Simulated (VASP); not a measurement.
Set up this calculation in VASP 6.6.1, as the native input.

* Task: single point
* Functional: LDA
* Potentials or basis: VASP PAW LDA potentials, release 64 (Cu)
* Cutoff: 520 eV
* k mesh: 17 × 17 × 9
* Occupations: fermi-dirac, width 0.03 eV
* Spin: no spin polarisation
* Dipole correction: no
* Further INCAR settings: ALGO = Normal; EDIFF = 1e-07; NBANDS = 18

The structure of Cu lies in POSCAR:

```
Cu
1.0
    2.5566345214      0.0000000000      0.0000000000
   -1.2783172607      2.2141104438      0.0000000000
    0.0000000000      0.0000000000      4.2279517710
Cu
2
Direct
    0.3333333333      0.6666666667      0.2500000000
    0.6666666667      0.3333333333      0.7500000000
```

One way to write it, as run:

INCAR

```
SYSTEM = Cu
PREC = Accurate ; ENCUT = 520
EDIFF = 1E-7 ; ISMEAR = -1
SIGMA = 0.03 ; LREAL = .False.
LASPH = .True. ; NELM = 80
ALGO = Normal ; ISIF = 2
LWAVE = .False. ; LCHARG = .False.
NBANDS = 18
```

KPOINTS

```
regular mesh
0
Gamma
  17 17 9
  0 0 0
```

Potentials or basis: VASP PAW LDA potentials, release 64 (Cu).

Run with:

```sh
$ cat potpaw_LDA.64/Cu/POTCAR > POTCAR
$ mpirun -np 1 vasp_std > vasp.out
```

Results of the run:

```
Pressure               : -13.1 GPa
Band gap on the k mesh : zero (band 11 reaches 10.86 eV, above the bottom of band 12 at 5.26 eV)
```

Wall time 70 s on 1 thread of Intel(R) Xeon(R) Platinum 8488C (Sapphire Rapids), on a shared host, peak memory 0.16 GiB.
